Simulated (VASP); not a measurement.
# Ga (Im-3m) in VASP: a series of runs, part 2 of 2

VASP 6.6.1. Earlier steps stand in the parts before.

## 5. Single point, LDA (volume scaled by 0.501, to set the pressure)

INCAR

```
SYSTEM = Ga
  PREC = Accurate
  ENCUT = 500
  EDIFF = 1E-6
  ISMEAR = -1
  SIGMA = 0.1
  LREAL = .False.
  LASPH = .True.
  NELM = 120
  ALGO = Normal
  ISIF = 2
  LWAVE = .False.
  LCHARG = .False.
  NBANDS = 12
  GGA_COMPAT = .False.
```

KPOINTS

```
regular mesh
0
Gamma
  20 20 20
  0 0 0
```

POSCAR

```
Ga
1.0
   -1.2962228865      1.2962228865      1.2962228865
    1.2962228865     -1.2962228865      1.2962228865
    1.2962228865      1.2962228865     -1.2962228865
Ga
1
Direct
    0.0000000000      0.0000000000      0.0000000000
```

Potentials or basis: VASP PAW LDA potentials, release 64 (Ga_d).

The run is started by

```
cat potpaw_LDA.64/Ga_d/POTCAR > POTCAR
mpirun -np 1 vasp_std > vasp.out
```

OUTCAR:

```text
SYSTEM = Ga
   PREC = Accurate
   ENCUT = 500
   EDIFF = 1E-6
   ISMEAR = -1
   LREAL = .False.
   LASPH = .True.
   NELM = 120
   ISIF = 2

 ion  position               nearest neighbor table
   1  0.000  0.000  0.000-

  LATTYP: Found a body centered cubic cell.
 ALAT       =     2.5924457730

  Lattice vectors:

 A1 = (  -1.2962228865,   1.2962228865,   1.2962228865)
 A2 = (   1.2962228865,  -1.2962228865,   1.2962228865)
 A3 = (   1.2962228865,   1.2962228865,  -1.2962228865)

Analysis of symmetry for initial positions (statically):
=====================================================================
 Subroutine PRICEL returns:
 Original cell was already a primitive cell.

 Routine SETGRP: Setting up the symmetry group for a
 body centered cubic supercell.

 Subroutine GETGRP returns: Found 48 space group operations
 (whereof 48 operations were pure point group operations)
 out of a pool of 48 trial point group operations.

The static configuration has the point symmetry O_h .

Analysis of symmetry for dynamics (positions and initial velocities):
=====================================================================
 Subroutine PRICEL returns:
 Original cell was already a primitive cell.

 Routine SETGRP: Setting up the symmetry group for a
 body centered cubic supercell.

 Subroutine GETGRP returns: Found 48 space group operations
 (whereof 48 operations were pure point group operations)
 out of a pool of 48 trial point group operations.

The dynamic configuration has the point symmetry O_h .

 Subroutine INISYM returns: Found 48 space group operations
 (whereof 48 operations are pure point group operations),
 and found     1 'primitive' translations

----------------------------------------------------------------------------------------

                                     Primitive cell

  volume of cell :       8.7116

  direct lattice vectors                    reciprocal lattice vectors
    -1.296222887  1.296222887  1.296222887     0.000000000  0.385736130  0.385736130
     1.296222887 -1.296222887  1.296222887     0.385736130  0.000000000  0.385736130
     1.296222887  1.296222887 -1.296222887     0.385736130  0.385736130  0.000000000

  length of vectors
     2.245123897  2.245123897  2.245123897     0.545513267  0.545513267  0.545513267

  position of ions in fractional coordinates (direct lattice)
     0.000000000  0.000000000  0.000000000

  ion indices of the primitive-cell ions
   primitive index   ion index
                 1           1

----------------------------------------------------------------------------------------

 KPOINTS: regular mesh

Automatic generation of k-mesh.
 Grid dimensions read from file:
 generate k-points for:   20   20   20

 Generating k-lattice:

  Cartesian coordinates                     Fractional coordinates (reciprocal lattice)
     0.000000000  0.019286807  0.019286807     0.050000000  0.000000000  0.000000000
     0.019286807  0.000000000  0.019286807     0.000000000  0.050000000  0.000000000
     0.019286807  0.019286807  0.000000000     0.000000000  0.000000000  0.050000000

  Length of vectors
     0.027275663  0.027275663  0.027275663

  Shift w.r.t. Gamma in fractional coordinates (k-lattice)
     0.000000000  0.000000000  0.000000000

 Subroutine IBZKPT returns following result:
 ===========================================

 Found    256 irreducible k-points:

 Following reciprocal coordinates:
            Coordinates               Weight
  0.000000  0.000000  0.000000      1.000000
  0.050000  0.000000  0.000000     12.000000
  0.100000  0.000000  0.000000     12.000000
  0.150000  0.000000  0.000000     12.000000
  0.200000  0.000000  0.000000     12.000000
  0.250000  0.000000  0.000000     12.000000
[... 16 lines left out ...]
  0.200000  0.100000  0.000000     48.000000
  0.250000  0.100000  0.000000     48.000000
 [... further k-points ...]
   k-points           NKPTS =    256   k-points in BZ     NKDIM =    256   number of bands    NBANDS=     12
   number of dos      NEDOS =    301   number of ions     NIONS =      1
   total plane-waves  NPLWV =   4096
   dimension x,y,z NGX =    16 NGY =   16 NGZ =   16
   dimension x,y,z NGXF=    32 NGYF=   32 NGZF=   32
   ions per type =               1
   NGX,Y,Z   is equivalent  to a cutoff of  11.85, 11.85, 11.85 a.u.
   NGXF,Y,Z  is equivalent  to a cutoff of  23.70, 23.70, 23.70 a.u.
 SYSTEM =  Ga
   PREC   = accura    normal or accurate (medium, high low for compatibility)
   ISTART =      0    job   : 0-new  1-cont  2-samecut
   ICHARG =      2    charge: 1-file 2-atom 10-const
   ISPIN  =      1    spin polarized calculation?
   LNONCOLLINEAR =      F non collinear calculations
   LSORBIT =      F    spin-orbit coupling
   LASPH  =      T    aspherical Exc in radial PAW
   ENCUT  =  500.0 eV  36.75 Ry    6.06 a.u.   4.09  4.09  4.09*2*pi/ulx,y,z
   NELM   =    120;   NELMIN=  2; NELMDL= -5     # of ELM steps
   EDIFF  = 0.1E-05   stopping-criterion for ELM
   LREAL  =      F    real-space projection
   EDIFFG = 0.1E-04   stopping-criterion for IOM
   NSW    =      0    number of steps for IOM
   IBRION =     -1    ionic relax: 0-MD 1-quasi-New 2-CG
   NFREE  =      0    steps in history (QN), initial steepest desc. (CG)
   ISIF   =      2    stress and relaxation
   ISYM   =      2    0-nonsym 1-usesym 2-fastsym
   POTIM  = 0.5000    time-step for ionic-motion
   TEBEG  =    0.0;   TEEND  =   0.0 temperature during run
   PSTRESS=    0.0 pullay stress
   NELECT =      13.0000    total number of electrons
   NUPDOWN=      -1.0000    fix difference up-down
   EMIN   =  10.00;   EMAX   =-10.00  energy-range for DOS
   EFERMI =   0.00;   METHOD = LEGACY
   ISMEAR =    -1;   SIGMA  =   0.10  broadening in eV -4-tet -1-fermi 0-gaus
   EFERMI_NEDOS =   21; number of points for ismear=-14 and -15
   IALGO  =     38    algorithm
   IMIX   =      4    mixing-type and parameters
     AMIX     =   0.40;   BMIX     =  1.00
     AMIX_MAG =   1.60;   BMIX_MAG =  1.00
  volume/ion in A,a.u.               =       8.71        58.79
  Fermi-wavevector in a.u.,A,eV,Ry     =   1.870781  3.535263 47.617959  3.499821
  Thomas-Fermi vector in A             =   2.916523
   LORBIT       =      0    0 simple, 1 ext, 2 COOP (PROOUT), +10 PAW based schemes
   GGA     = CA    functional components
   LHFCALC =     F    Hartree Fock is set to
   AEXX    =    0.0000 exact exchange contribution
   IVDW    =     0    specifies the selected vdW correction
   LEPSILON=     F    determine dielectric tensor
   LRPA    =     F    only Hartree local field effects (RPA)
 non-spin polarized calculation
  energy-cutoff  :      500.00
  volume of cell :        8.71
 maximum number of plane-waves:       236
   NGX =  9   NGY =  9   NGZ =  9

 number of electron      13.0000004 magnetization

 Free energy of the ion-electron system (eV)
  ---------------------------------------------------
  ext. energy  EPLUGINS =         0.00000000
  ---------------------------------------------------
  free energy    TOTEN  =        -0.26707300 eV

  energy without entropy =       -0.25791528  energy(sigma->0) =       -0.26249414

 E-fermi :  16.4850     XC(G=0): -15.9439

 val. band max:       16.4569252864   @ k =   0.2500   0.2500   0.1500
 cond. band min:      16.5028078957   @ k =  -0.4000   0.4000   0.2000
 fundamental gap:      0.0458826093
 Fermi energy:        16.4849691486

 k-point     1 :       0.0000    0.0000    0.0000
  band No.  band energies     occupation
      1      -3.3756      2.00000
      2      -1.2577      2.00000
      3      -1.2577      2.00000
      4      -1.2577      2.00000
      5      -0.2776      2.00000
      6      -0.2776      2.00000
      7      38.9027      0.00000
      8      38.9027      0.00000
      9      38.9027      0.00000
     10      41.9552      0.00000
     11      41.9552      0.00000
     12      41.9552      0.00000

 k-point     2 :       0.0500    0.0000    0.0000
  band No.  band energies     occupation
      1      -3.2588      2.00000
      2      -1.2722      2.00000
      3      -1.2538      2.00000
      4      -1.2215      2.00000
      5      -0.2919      2.00000
      6      -0.2768      2.00000
      7      37.3765      0.00000
      8      38.5233      0.00000
      9      38.5555      0.00000
     10      40.5358      0.00000
     11      40.7364      0.00000
     12      41.1335      0.00000
[... 316 lines left out ...]
 k-point    24 :       0.2500    0.1000    0.0000
  band No.  band energies     occupation
      1      -1.8608      2.00000
      2      -1.5943      2.00000
      3      -0.5396      2.00000
      4      -0.4424      2.00000
      5      -0.2062      2.00000
      6       1.9530      2.00000
      7      20.9701      0.00000
      8      27.2468      0.00000
      9      31.0526      0.00000
     10      36.7742      0.00000
     11      41.0502      0.00000
     12      43.4234      0.00000

 [... further k-points ...]
[... 5 lines left out ...]
  --------------------------------------------------------------------------------------
  -------------------------------------------------------------------------------------
  Total       12.6941211     12.6941211     12.6941211      0.0000000     -0.0000000      0.0000000
  in kB     2334.6090836   2334.6090836   2334.6090836      0.0000000     -0.0000000      0.0000000
  external PRESSURE =    2334.6090836 kB  Pullay stress =       0.0000000 kB

 VOLUME and BASIS-vectors are now :
 -----------------------------------------------------------------------------
  energy-cutoff  :      500.00
  volume of cell :        8.71
      direct lattice vectors                 reciprocal lattice vectors
    -1.296222887  1.296222887  1.296222887     0.000000000  0.385736130  0.385736130
     1.296222887 -1.296222887  1.296222887     0.385736130  0.000000000  0.385736130
     1.296222887  1.296222887 -1.296222887     0.385736130  0.385736130  0.000000000

 POSITION                                       TOTAL-FORCE (eV/Angst)
 -----------------------------------------------------------------------------------
      0.00000      0.00000      0.00000        -0.000000     -0.000000     -0.000000
 -----------------------------------------------------------------------------------
    total drift:                                0.000000      0.000000     -0.000000

  FREE ENERGIE OF THE ION-ELECTRON SYSTEM (eV)
  ---------------------------------------------------
  free  energy   TOTEN  =        -0.2670730036 eV

  energy  without entropy=       -0.2579152763  energy(sigma->0) =       -0.26249414
```

OSZICAR:

```text
N       E                     dE             d eps       ncg     rms          rms(c)
DAV:   1     0.362747027811E+02    0.36275E+02   -0.61757E+03  7572   0.222E+03
DAV:   2     0.506576686726E+00   -0.35768E+02   -0.34312E+02  6388   0.240E+02
DAV:   3    -0.462236261724E+00   -0.96881E+00   -0.96539E+00  7096   0.358E+01
DAV:   4    -0.466705316821E+00   -0.44691E-02   -0.44687E-02  6912   0.235E+00
DAV:   5    -0.466733426346E+00   -0.28110E-04   -0.28110E-04  6976   0.176E-01    0.244E+00
DAV:   6    -0.330416374739E+00    0.13632E+00   -0.84074E-02  7244   0.942E+00    0.124E+00
DAV:   7    -0.270839798591E+00    0.59577E-01   -0.24186E-02  7184   0.406E+00    0.209E-01
DAV:   8    -0.267072803208E+00    0.37670E-02   -0.24404E-03  7092   0.979E-01    0.142E-02
DAV:   9    -0.267071361243E+00    0.14420E-05   -0.34711E-05  8108   0.114E-01    0.616E-03
DAV:  10    -0.267073014673E+00   -0.16534E-05   -0.52301E-07  4608   0.213E-02    0.125E-03
DAV:  11    -0.267073003598E+00    0.11075E-07   -0.14501E-07  4224   0.476E-03
   1 F= -.26707300E+00 E0= -.26249414E+00  d E =-.915773E-02
```

stdout:

```text
POSCAR found type information on POSCAR Ga
 POSCAR found :  1 types and       1 ions
 scaLAPACK will be used
 LDA part: xc-table for (Slater(with rela. corr.)+CA(PZ))
 , standard interpolation
 POSCAR, INCAR and KPOINTS ok, starting setup
 FFT: planning ... GRIDC
 FFT: planning ... GRID_SOFT
 FFT: planning ... GRID
 WAVECAR not read
 entering main loop
```

Run time: 7.7 s. Hardware: 1 thread of Intel Xeon 6975P-C, shared host; peak memory 0.13 GiB.

What came out:

```yaml
Free_energy: -0.2671 eV
Pressure: 233.5 GPa
```

Caveat: the cell differs from its parent crystal (volume scaled by 0.501, to set the pressure).

## 6. Summary

```csv
cell,cutoff (eV),gap on the mesh (eV),pressure (GPa)
"a = 2.245 Å, angles 109.5°, 1 atom",520,none,233.5
"a = 2.827 Å, angles 109.5°, 1 atom",520,none,0.1
"a = 2.245 Å, angles 109.5°, 1 atom",500,none,233.5
```

Alike in all rows: task single point; level LDA; potentials or basis VASP PAW LDA potentials, release 64 (Ga_d); no spin polarisation; k mesh 20 × 20 × 20; smearing fermi-dirac 0.1 eV.

Total energies depend on the potentials used, so only differences within one code and one set of settings carry meaning.
